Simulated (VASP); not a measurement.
# GaPtSe3 (Pm-3m) in VASP: further runs, part 2 of 2

VASP 6.6.1. Earlier steps stand in the parts before.

### Step 3. Relaxation of cell and atoms, PBE

This run uses another cell than the first one, of 21.07 Å³/atom, 0.828 times its volume.

INCAR reads:

```
PREC     = Accurate       # precision mode
ENCUT    = 600            # plane-wave cutoff, eV
EDIFF    = 1E-6           # SCF threshold, eV
ISMEAR   = 0              # smearing method
SIGMA    = 0.1            # smearing width, eV
LREAL    = F              # projectors in reciprocal space
LASPH    = T              # aspherical terms in the spheres
NELM     = 60             # most SCF steps
ALGO     = Normal         # electronic algorithm
ISIF     = 3              # what is computed and relaxed
LWAVE    = F              # write WAVECAR
LCHARG   = F              # write CHGCAR
GGA      = PE             # functional
IBRION   = 2              # ionic algorithm
NSW      = 90             # ionic steps
EDIFFG   = -0.04          # ionic threshold
```

KPOINTS reads:

```
regular mesh
0
Gamma
  4 4 4
```

POSCAR reads:

```
GaPtSe3
1.0
    4.7232246326      0.0000000000      0.0000000000
    0.0000000000      4.7232246326      0.0000000000
    0.0000000000      0.0000000000      4.7232246326
Ga Pt Se
1 1 3
Direct
    0.0000000000      0.0000000000      0.0000000000
    0.5000000000      0.5000000000      0.5000000000
    0.0000000000      0.5000000000      0.5000000000
    0.5000000000      0.0000000000      0.5000000000
    0.5000000000      0.5000000000      0.0000000000
```

Potentials or basis: VASP PAW PBE potentials, release 64 (Ga_d, Pt, Se).

Command:

```console
> cat potpaw_PBE.64/Ga_d/POTCAR potpaw_PBE.64/Pt/POTCAR potpaw_PBE.64/Se/POTCAR > POTCAR
> mpirun -np 1 vasp_std > vasp.out
```

OUTCAR:

```text
PREC = Accurate
   ENCUT = 600
   EDIFF = 1E-6
   ISMEAR = 0
   LREAL = F
   LASPH = T
   NELM = 60
   ISIF = 3
   GGA = PE
   IBRION = 2
   NSW = 90
   EDIFFG = -0.04

 ion  position               nearest neighbor table
   1  0.000  0.000  0.000-
   2  0.500  0.500  0.500-   3 2.36   4 2.36   5 2.36   5 2.36   4 2.36   3 2.36
   3  0.000  0.500  0.500-   2 2.36   2 2.36
   4  0.500  0.000  0.500-   2 2.36   2 2.36
   5  0.500  0.500  0.000-   2 2.36   2 2.36

  LATTYP: Found a simple cubic cell.
 ALAT       =     4.7232246326

  Lattice vectors:

 A1 = (   4.7232246326,   0.0000000000,   0.0000000000)
 A2 = (   0.0000000000,   4.7232246326,   0.0000000000)
 A3 = (   0.0000000000,   0.0000000000,   4.7232246326)

Analysis of symmetry for initial positions (statically):
=====================================================================
 Subroutine PRICEL returns:
 Original cell was already a primitive cell.

 Routine SETGRP: Setting up the symmetry group for a
 simple cubic supercell.

 Subroutine GETGRP returns: Found 48 space group operations
 (whereof 48 operations were pure point group operations)
 out of a pool of 48 trial point group operations.

The static configuration has the point symmetry O_h .

Analysis of symmetry for dynamics (positions and initial velocities):
=====================================================================
 Subroutine PRICEL returns:
 Original cell was already a primitive cell.

 Routine SETGRP: Setting up the symmetry group for a
 simple cubic supercell.

 Subroutine GETGRP returns: Found 48 space group operations
 (whereof 48 operations were pure point group operations)
 out of a pool of 48 trial point group operations.

The dynamic configuration has the point symmetry O_h .

 Subroutine INISYM returns: Found 48 space group operations
 (whereof 48 operations are pure point group operations),
 and found     1 'primitive' translations

----------------------------------------------------------------------------------------

                                     Primitive cell

  volume of cell :     105.3697

  direct lattice vectors                    reciprocal lattice vectors
     4.723224633  0.000000000  0.000000000     0.211719763  0.000000000  0.000000000
     0.000000000  4.723224633  0.000000000     0.000000000  0.211719763  0.000000000
     0.000000000  0.000000000  4.723224633     0.000000000  0.000000000  0.211719763

  length of vectors
     4.723224633  4.723224633  4.723224633     0.211719763  0.211719763  0.211719763

  position of ions in fractional coordinates (direct lattice)
     0.000000000  0.000000000  0.000000000
     0.500000000  0.500000000  0.500000000
     0.000000000  0.500000000  0.500000000
     0.500000000  0.000000000  0.500000000
     0.500000000  0.500000000  0.000000000

  ion indices of the primitive-cell ions
   primitive index   ion index
                 1           1
                 2           2
                 3           3
                 4           4
                 5           5

----------------------------------------------------------------------------------------

 KPOINTS: regular mesh

Automatic generation of k-mesh.
 Grid dimensions read from file:
 generate k-points for:    4    4    4

 Generating k-lattice:

  Cartesian coordinates                     Fractional coordinates (reciprocal lattice)
     0.052929941  0.000000000  0.000000000     0.250000000  0.000000000  0.000000000
     0.000000000  0.052929941  0.000000000     0.000000000  0.250000000  0.000000000
     0.000000000  0.000000000  0.052929941     0.000000000  0.000000000  0.250000000

  Length of vectors
     0.052929941  0.052929941  0.052929941

  Shift w.r.t. Gamma in fractional coordinates (k-lattice)
     0.000000000  0.000000000  0.000000000

 Subroutine IBZKPT returns following result:
 ===========================================

 Found     10 irreducible k-points:

 Following reciprocal coordinates:
            Coordinates               Weight
  0.000000  0.000000  0.000000      1.000000
  0.250000  0.000000  0.000000      6.000000
  0.500000  0.000000  0.000000      3.000000
  0.250000  0.250000  0.000000     12.000000
  0.500000  0.250000  0.000000     12.000000
  0.500000  0.500000  0.000000      3.000000
  0.250000  0.250000  0.250000      8.000000
  0.500000  0.250000  0.250000     12.000000
  0.500000  0.500000  0.250000      6.000000
  0.500000  0.500000  0.500000      1.000000
   k-points           NKPTS =     10   k-points in BZ     NKDIM =     10   number of bands    NBANDS=     24
   number of dos      NEDOS =    301   number of ions     NIONS =      5
   total plane-waves  NPLWV =  64000
   dimension x,y,z NGX =    40 NGY =   40 NGZ =   40
   dimension x,y,z NGXF=    80 NGYF=   80 NGZF=   80
   ions per type =               1   1   3
   NGX,Y,Z   is equivalent  to a cutoff of  14.08, 14.08, 14.08 a.u.
   NGXF,Y,Z  is equivalent  to a cutoff of  28.16, 28.16, 28.16 a.u.
 SYSTEM =  unknown system
   PREC   = accura    normal or accurate (medium, high low for compatibility)
   ISTART =      0    job   : 0-new  1-cont  2-samecut
   ICHARG =      2    charge: 1-file 2-atom 10-const
   ISPIN  =      1    spin polarized calculation?
   LNONCOLLINEAR =      F non collinear calculations
   LSORBIT =      F    spin-orbit coupling
   LASPH  =      T    aspherical Exc in radial PAW
   ENCUT  =  600.0 eV  44.10 Ry    6.64 a.u.   9.43  9.43  9.43*2*pi/ulx,y,z
   NELM   =     60;   NELMIN=  2; NELMDL= -5     # of ELM steps
   EDIFF  = 0.1E-05   stopping-criterion for ELM
   LREAL  =      F    real-space projection
   EDIFFG = -.4E-01   stopping-criterion for IOM
   NSW    =     90    number of steps for IOM
   IBRION =      2    ionic relax: 0-MD 1-quasi-New 2-CG
   NFREE  =      1    steps in history (QN), initial steepest desc. (CG)
   ISIF   =      3    stress and relaxation
   ISYM   =      2    0-nonsym 1-usesym 2-fastsym
   POTIM  = 0.5000    time-step for ionic-motion
   TEBEG  =    0.0;   TEEND  =   0.0 temperature during run
   PSTRESS=    0.0 pullay stress
   NELECT =      41.0000    total number of electrons
   NUPDOWN=      -1.0000    fix difference up-down
   EMIN   =  10.00;   EMAX   =-10.00  energy-range for DOS
   EFERMI =   0.00;   METHOD = LEGACY
   ISMEAR =     0;   SIGMA  =   0.10  broadening in eV -4-tet -1-fermi 0-gaus
   EFERMI_NEDOS =   21; number of points for ismear=-14 and -15
   IALGO  =     38    algorithm
   IMIX   =      4    mixing-type and parameters
     AMIX     =   0.40;   BMIX     =  1.00
     AMIX_MAG =   1.60;   BMIX_MAG =  1.00
  volume/ion in A,a.u.               =      21.07       142.21
  Fermi-wavevector in a.u.,A,eV,Ry     =   1.195173  2.258550 19.435092  1.428439
  Thomas-Fermi vector in A             =   2.331145
   LORBIT       =      0    0 simple, 1 ext, 2 COOP (PROOUT), +10 PAW based schemes
   GGA     = PE    functional components
   LHFCALC =     F    Hartree Fock is set to
   AEXX    =    0.0000 exact exchange contribution
   IVDW    =     0    specifies the selected vdW correction
   LEPSILON=     F    determine dielectric tensor
   LRPA    =     F    only Hartree local field effects (RPA)
 conjugate gradient relaxation of ions
 non-spin polarized calculation
 Gauss-broadening in eV      SIGMA  =   0.10
  energy-cutoff  :      600.00
  volume of cell :      105.37
 maximum number of plane-waves:      3544
 NGX is ok and might be reduce to    40
   NGX = 19   NGY = 19   NGZ = 19

--------------------------------------- Ionic step        1  -------------------------------------------

 number of electron      40.9999998 magnetization

 Free energy of the ion-electron system (eV)
  ---------------------------------------------------
  ext. energy  EPLUGINS =         0.00000000
  ---------------------------------------------------
  free energy    TOTEN  =       -17.10585335 eV

  energy without entropy =      -17.07173385  energy(sigma->0) =      -17.08879360

 E-fermi :   4.7908     XC(G=0): -10.3887

 val. band max:        4.7650307415   @ k =   0.5000   0.0000   0.0000
 cond. band min:       4.9308940970   @ k =   0.5000   0.5000   0.0000
 fundamental gap:      0.1658633555
 Fermi energy:         4.7907647120

 k-point     1 :       0.0000    0.0000    0.0000
  band No.  band energies     occupation
      1      -9.9089      2.00000
      2      -9.2780      2.00000
      3      -9.2780      2.00000
      4      -9.2659      2.00000
      5      -9.2659      2.00000
      6      -9.2659      2.00000
[... 334 lines left out ...]
  energy  without entropy=      -17.7392128766  energy(sigma->0) =      -17.75776387

--------------------------------------- Ionic step        3  -------------------------------------------

 number of electron      41.0000013 magnetization

 Free energy of the ion-electron system (eV)
  ---------------------------------------------------
  ext. energy  EPLUGINS =         0.00000000
  ---------------------------------------------------
  free energy    TOTEN  =       -18.12240521 eV

  energy without entropy =      -18.09268228  energy(sigma->0) =      -18.10754375

 E-fermi :   2.8858     XC(G=0):  -9.4889

 val. band max:        2.8795710244   @ k =   0.2500   0.2500   0.2500
 cond. band min:       2.9853078935   @ k =   0.5000   0.5000   0.0000
 fundamental gap:      0.1057368691
 Fermi energy:         2.8857963440

 k-point     1 :       0.0000    0.0000    0.0000
  band No.  band energies     occupation
      1     -11.1962      2.00000
      2     -11.1962      2.00000
      3     -11.1929      2.00000
      4     -11.1929      2.00000
      5     -11.1929      2.00000
      6     -10.5862      2.00000
[... 291 lines left out ...]
  FREE ENERGIE OF THE ION-ELECTRON SYSTEM (eV)
  ---------------------------------------------------
  free  energy   TOTEN  =       -18.1224052074 eV

  energy  without entropy=      -18.0926822831  energy(sigma->0) =      -18.10754375

 reached required accuracy - stopping structural energy minimisation
```

Run time: 2.9 min. Hardware: 1 thread of Intel Xeon 8259CL, shared host; peak memory 0.27 GiB.

Results:

```
Free energy                            : -18.1224 eV
Relaxed volume                         : 25.49 Å³/atom
Relaxed cell                           : a = 5.032 Å, b = 5.032 Å, c = 5.032 Å, α = 90.00°, β = 90.00°, γ = 90.00°
Space group after relaxing (to 0.05 Å) : Pm-3m (No. 221)
Energy gained by relaxing              : 203.3 meV/atom
Ionic steps                            : 3
Pressure after relaxing                : 0.0 GPa
```

The path:
| step | energy change (eV) | largest force (eV/Å) | pressure (GPa) | volume (Å³) |
| --- | --- | --- | --- | --- |
| 1 | 0.0000 | 0.0000 | 17.66 | 105.37 |
| 2 | -0.6705 | 0.0000 | -5.58 | 144.90 |
| 3 | -1.0166 | 0.0000 | -0.03 | 127.45 |

Final structure:
```
Ga Pt Se
1.0
     5.03246    0.00000    0.00000
     0.00000    5.03246    0.00000
     0.00000    0.00000    5.03246
Ga Pt Se
1 1 3
Direct
  0.00000 0.00000 0.00000
  0.50000 0.50000 0.50000
  0.00000 0.50000 0.50000
  0.50000 0.00000 0.50000
  0.50000 0.50000 0.00000
```

Levels at points of the mesh, in eV from the Fermi level:
```tsv
k point	band 17	band 18	band 19	band 20	band 21	band 22	band 23	band 24
(0.00, 0.00, 0.00)	-1.88	-0.61	-0.61	-0.61	-0.25	-0.25	-0.25	1.79
(0.50, 0.00, 0.00)	-1.10	-0.35	-0.29	-0.23	-0.23	-0.13	-0.13	2.46
(0.50, 0.50, 0.00)	-1.84	-1.21	0.10	0.10	0.15	0.74	2.70	4.13
(0.50, 0.50, 0.50)	-0.90	-0.90	0.77	0.77	0.77	4.56	4.56	5.24
```

Caveat: the volume moved by over 15 % at a fixed basis, so the end points are rough; spin-orbit coupling is left out, which moves the levels of the heavy elements.
